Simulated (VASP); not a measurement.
# Cr (Im-3m) in VASP: density of states with PBE

Aim: the density of states of Cr with PBE.

Program: VASP 6.6.1. These are calculated values, not measurements. Logs are shortened: lines on timing, memory, paths and dates and some standing lists are left out, and cuts for length are marked.

## 1. The cell of the first run

Symmetry: Im-3m, No. 229, cubic system. Conventional cell: a = 2.848 Å, b = 2.848 Å, c = 2.848 Å, α = 90.00°, β = 90.00°, γ = 90.00°. Cr (site symmetry m-3m) has 14 Cr at 2.47 to 2.85 Å within 3.3 Å.

## 2. Density of states, PBE

Input file POSCAR:

```
Cr
1.0
   -1.4242443870      1.4242443870      1.4242443870
    1.4242443870     -1.4242443870      1.4242443870
    1.4242443870      1.4242443870     -1.4242443870
Cr
1
Direct
    0.0000000000      0.0000000000      0.0000000000
```

Input file INCAR.step1:

```
SYSTEM = Cr
ALGO = Normal ; EDIFF = 1E-7
ENCUT = 520 ; GGA = PE
ISIF = 2 ; ISMEAR = -1
LASPH = .True. ; LCHARG = .True.
LMAXMIX = 4 ; LREAL = .False.
LWAVE = .False. ; NBANDS = 12
NELM = 80 ; PREC = Accurate
SIGMA = 0.08
```

Input file KPOINTS.step1:

```
k-points
0
Gamma
  21 21 21
  0 0 0
```

Input file INCAR.step2:

```
SYSTEM = Cr
ALGO = Normal ; EDIFF = 1E-7
ENCUT = 520 ; GGA = PE
ICHARG = 11 ; ISIF = 2
ISMEAR = -5 ; LASPH = .True.
LCHARG = .False. ; LMAXMIX = 4
LORBIT = 11 ; LREAL = .False.
LWAVE = .False. ; NEDOS = 2001
NELM = 80 ; PREC = Accurate
SIGMA = 0.08
```

Input file KPOINTS.step2:

```
k-points
0
Gamma
  32 32 32
  0 0 0
```

Potentials or basis: VASP PAW PBE potentials, release 64 (Cr_pv).

Launch:

```sh
$ cat potpaw_PBE.64/Cr_pv/POTCAR > POTCAR
$ cp INCAR.step1 INCAR
$ cp KPOINTS.step1 KPOINTS
$ mpirun -np 1 vasp_std > vasp.out
$ cp INCAR.step2 INCAR
$ cp KPOINTS.step2 KPOINTS
$ mpirun -np 1 vasp_std > vasp.out
```

OUTCAR:

```text
SYSTEM = Cr
   EDIFF = 1E-7
   ENCUT = 520
   GGA = PE
   ICHARG = 11
   ISIF = 2
   ISMEAR = -5
   LASPH = .True.
   LORBIT = 11
   LREAL = .False.
   NELM = 80
   PREC = Accurate

 ion  position               nearest neighbor table
   1  0.000  0.000  0.000-

  LATTYP: Found a body centered cubic cell.
 ALAT       =     2.8484887740

  Lattice vectors:

 A1 = (  -1.4242443870,   1.4242443870,   1.4242443870)
 A2 = (   1.4242443870,  -1.4242443870,   1.4242443870)
 A3 = (   1.4242443870,   1.4242443870,  -1.4242443870)

Analysis of symmetry for initial positions (statically):
=====================================================================
 Subroutine PRICEL returns:
 Original cell was already a primitive cell.

 Routine SETGRP: Setting up the symmetry group for a
 body centered cubic supercell.

 Subroutine GETGRP returns: Found 48 space group operations
 (whereof 48 operations were pure point group operations)
 out of a pool of 48 trial point group operations.

The static configuration has the point symmetry O_h .

Analysis of symmetry for dynamics (positions and initial velocities):
=====================================================================
 Subroutine PRICEL returns:
 Original cell was already a primitive cell.

 Routine SETGRP: Setting up the symmetry group for a
 body centered cubic supercell.

 Subroutine GETGRP returns: Found 48 space group operations
 (whereof 48 operations were pure point group operations)
 out of a pool of 48 trial point group operations.

The dynamic configuration has the point symmetry O_h .

 Subroutine INISYM returns: Found 48 space group operations
 (whereof 48 operations are pure point group operations),
 and found     1 'primitive' translations

----------------------------------------------------------------------------------------

                                     Primitive cell

  volume of cell :      11.5562

  direct lattice vectors                    reciprocal lattice vectors
    -1.424244387  1.424244387  1.424244387     0.000000000  0.351063346  0.351063346
     1.424244387 -1.424244387  1.424244387     0.351063346  0.000000000  0.351063346
     1.424244387  1.424244387 -1.424244387     0.351063346  0.351063346  0.000000000

  length of vectors
     2.466863641  2.466863641  2.466863641     0.496478545  0.496478545  0.496478545

  position of ions in fractional coordinates (direct lattice)
     0.000000000  0.000000000  0.000000000

  ion indices of the primitive-cell ions
   primitive index   ion index
                 1           1

----------------------------------------------------------------------------------------

 KPOINTS: k-points

Automatic generation of k-mesh.
 Grid dimensions read from file:
 generate k-points for:   32   32   32

 Generating k-lattice:

  Cartesian coordinates                     Fractional coordinates (reciprocal lattice)
     0.000000000  0.010970730  0.010970730     0.031250000  0.000000000  0.000000000
     0.010970730  0.000000000  0.010970730     0.000000000  0.031250000  0.000000000
     0.010970730  0.010970730  0.000000000     0.000000000  0.000000000  0.031250000

  Length of vectors
     0.015514955  0.015514955  0.015514955

  Shift w.r.t. Gamma in fractional coordinates (k-lattice)
     0.000000000  0.000000000  0.000000000

 TETIRR: Found  39615 inequivalent tetrahedra from   196608

 Subroutine IBZKPT returns following result:
 ===========================================

 Found    897 irreducible k-points:

 Following reciprocal coordinates:
            Coordinates               Weight
  0.000000  0.000000  0.000000      1.000000
  0.031250  0.000000  0.000000     12.000000
  0.062500  0.000000  0.000000     12.000000
  0.093750  0.000000  0.000000     12.000000
  0.125000  0.000000  0.000000     12.000000
  0.156250  0.000000  0.000000     12.000000
[... 16 lines left out ...]
  0.187500  0.031250  0.000000     48.000000
  0.218750  0.031250  0.000000     48.000000
 [... further k-points ...]
   k-points           NKPTS =    897   k-points in BZ     NKDIM =    897   number of bands    NBANDS=     10
   number of dos      NEDOS =   2001   number of ions     NIONS =      1
   total plane-waves  NPLWV =   5832
   dimension x,y,z NGX =    18 NGY =   18 NGZ =   18
   dimension x,y,z NGXF=    36 NGYF=   36 NGZF=   36
   ions per type =               1
   NGX,Y,Z   is equivalent  to a cutoff of  12.13, 12.13, 12.13 a.u.
   NGXF,Y,Z  is equivalent  to a cutoff of  24.26, 24.26, 24.26 a.u.
 SYSTEM =  Cr
   PREC   = accura    normal or accurate (medium, high low for compatibility)
   ISTART =      0    job   : 0-new  1-cont  2-samecut
   ICHARG =     11    charge: 1-file 2-atom 10-const
   ISPIN  =      1    spin polarized calculation?
   LNONCOLLINEAR =      F non collinear calculations
   LSORBIT =      F    spin-orbit coupling
   LASPH  =      T    aspherical Exc in radial PAW
   ENCUT  =  520.0 eV  38.22 Ry    6.18 a.u.   4.59  4.59  4.59*2*pi/ulx,y,z
   NELM   =     80;   NELMIN=  2; NELMDL=  0     # of ELM steps
   EDIFF  = 0.1E-06   stopping-criterion for ELM
   LREAL  =      F    real-space projection
   EDIFFG = 0.1E-05   stopping-criterion for IOM
   NSW    =      0    number of steps for IOM
   IBRION =     -1    ionic relax: 0-MD 1-quasi-New 2-CG
   NFREE  =      0    steps in history (QN), initial steepest desc. (CG)
   ISIF   =      2    stress and relaxation
   ISYM   =      2    0-nonsym 1-usesym 2-fastsym
   POTIM  = 0.5000    time-step for ionic-motion
   TEBEG  =    0.0;   TEEND  =   0.0 temperature during run
   PSTRESS=    0.0 pullay stress
   NELECT =      12.0000    total number of electrons
   NUPDOWN=      -1.0000    fix difference up-down
   EMIN   =  10.00;   EMAX   =-10.00  energy-range for DOS
   EFERMI =   0.00;   METHOD = LEGACY
   ISMEAR =    -5;   SIGMA  =   0.08  broadening in eV -4-tet -1-fermi 0-gaus
   EFERMI_NEDOS =   21; number of points for ismear=-14 and -15
   IALGO  =     38    algorithm
   IMIX   =      4    mixing-type and parameters
     AMIX     =   0.40;   BMIX     =  1.00
     AMIX_MAG =   1.60;   BMIX_MAG =  1.00
  volume/ion in A,a.u.               =      11.56        77.98
  Fermi-wavevector in a.u.,A,eV,Ry     =   1.657795  3.132778 37.392661  2.748283
  Thomas-Fermi vector in A             =   2.745486
   LORBIT       =     11    0 simple, 1 ext, 2 COOP (PROOUT), +10 PAW based schemes
   GGA     = PE    functional components
   LHFCALC =     F    Hartree Fock is set to
   AEXX    =    0.0000 exact exchange contribution
   IVDW    =     0    specifies the selected vdW correction
   LEPSILON=     F    determine dielectric tensor
   LRPA    =     F    only Hartree local field effects (RPA)
 non-spin polarized calculation
 Fermi weights with tetrahedron method with Bloechl corrections
  energy-cutoff  :      520.00
  volume of cell :       11.56
 maximum number of plane-waves:       327

 number of electron      11.9999993 magnetization

 Free energy of the ion-electron system (eV)
  ---------------------------------------------------
  ext. energy  EPLUGINS =         0.00000000
  ---------------------------------------------------
  free energy    TOTEN  =        -9.51582779 eV

  energy without entropy =       -9.51582779  energy(sigma->0) =       -9.51582779

 E-fermi :  10.9806     XC(G=0): -13.6715

 val. band max:       10.9940163422   @ k =  -0.1562   0.2188   0.0938
 cond. band min:      10.9317082123   @ k =  -0.1875   0.1875   0.1250
 fundamental gap:     -0.0623081299
 Fermi energy:        10.9806384776

 k-point     1 :       0.0000    0.0000    0.0000
  band No.  band energies     occupation
      1     -31.7632      2.00000
      2     -31.7632      2.00000
      3     -31.7632      2.00000
      4       3.1106      2.00000
      5      10.0539      2.00000
      6      10.0539      2.00000
      7      10.0539      2.00000
      8      12.1062      0.00000
      9      12.1062      0.00000
     10      18.0699      0.00000

 k-point     2 :       0.0312    0.0000    0.0000
  band No.  band energies     occupation
      1     -31.7724      2.00000
      2     -31.7660      2.00000
      3     -31.7632      2.00000
      4       3.1538      2.00000
      5      10.0371      2.00000
      6      10.0515      2.00000
      7      10.0831      2.00000
      8      12.0866      0.00000
      9      12.1073      0.00000
     10      18.0699      0.00000

 k-point     3 :       0.0625    0.0000    0.0000
  band No.  band energies     occupation
      1     -31.7996      2.00000
      2     -31.7743      2.00000
      3     -31.7634      2.00000
      4       3.2822      2.00000
      5       9.9875      2.00000
      6      10.0428      2.00000
      7      10.1700      2.00000
      8      12.0319      0.00000
      9      12.1109      0.00000
     10      18.0699      0.00000

 k-point     4 :       0.0938    0.0000    0.0000
  band No.  band energies     occupation
      1     -31.8436      2.00000
      2     -31.7878      2.00000
      3     -31.7636      2.00000
      4       3.4924      2.00000
      5       9.9079      2.00000
      6      10.0233      2.00000
      7      10.3128      2.00000
      8      11.9539      0.00000
      9      12.1173      0.00000
     10      18.0698      0.00000
[... 222 lines left out ...]
 k-point    22 :       0.1562    0.0312    0.0000
  band No.  band energies     occupation
      1     -32.0183      2.00000
      2     -31.8391      2.00000
      3     -31.7680      2.00000
      4       4.3568      2.00000
      5       9.6082      2.00000
      6       9.8686      2.00000
      7      10.9230      1.42007
      8      11.7568      0.00000
      9      12.1642      0.00000
     10      18.0696      0.00000

 k-point    23 :       0.1875    0.0312    0.0000
  band No.  band energies     occupation
      1     -32.1015      2.00000
      2     -31.8657      2.00000
      3     -31.7686      2.00000
      4       4.7804      2.00000
      5       9.4622      2.00000
      6       9.7908      2.00000
      7      11.2300     -0.07341
      8      11.7314      0.00000
      9      12.1891      0.00000
     10      18.0695      0.00000

 k-point    24 :       0.2188    0.0312    0.0000
  band No.  band energies     occupation
      1     -32.1890      2.00000
      2     -31.8940      2.00000
      3     -31.7692      2.00000
      4       5.2235      2.00000
      5       9.3111      2.00000
      6       9.7261      2.00000
      7      11.5670      0.00000
      8      11.7428      0.00000
      9      12.2189      0.00000
     10      18.0693      0.00000

 [... further k-points ...]
[... 5 lines left out ...]
  --------------------------------------------------------------------------------------
  -------------------------------------------------------------------------------------
  Total       -0.1224055     -0.1224055     -0.1224055      0.0000000     -0.0000000      0.0000000
  in kB      -16.9706340    -16.9706340    -16.9706340      0.0000000     -0.0000000      0.0000000
  external PRESSURE =     -16.9706340 kB  Pullay stress =       0.0000000 kB

 VOLUME and BASIS-vectors are now :
 -----------------------------------------------------------------------------
  energy-cutoff  :      520.00
  volume of cell :       11.56
      direct lattice vectors                 reciprocal lattice vectors
    -1.424244387  1.424244387  1.424244387     0.000000000  0.351063346  0.351063346
     1.424244387 -1.424244387  1.424244387     0.351063346  0.000000000  0.351063346
     1.424244387  1.424244387 -1.424244387     0.351063346  0.351063346  0.000000000

 POSITION                                       TOTAL-FORCE (eV/Angst)
 -----------------------------------------------------------------------------------
      0.00000      0.00000      0.00000        -0.000000      0.000000     -0.000000
 -----------------------------------------------------------------------------------
    total drift:                                0.000000     -0.000000      0.000000

  FREE ENERGIE OF THE ION-ELECTRON SYSTEM (eV)
  ---------------------------------------------------
  free  energy   TOTEN  =        -9.5158277935 eV

  energy  without entropy=       -9.5158277935  energy(sigma->0) =       -9.51582779

 total charge

# of ion       s       p       d       tot
------------------------------------------
    1        0.441   6.407   4.209  11.056
```

Wall time 54 s (1 thread of AMD EPYC 9R45 (Zen 5), shared host); peak memory 0.25 GiB.

What came out:

```
Valence electrons inside the program's atomic spheres : Cr 11.06
```

Caveat: the run has no spin polarisation, though such a crystal can be magnetic; tetrahedron occupations give inexact forces and stress in metals. Spin polarisation is off, so any magnetic state and its effect on volume and gap are missing.
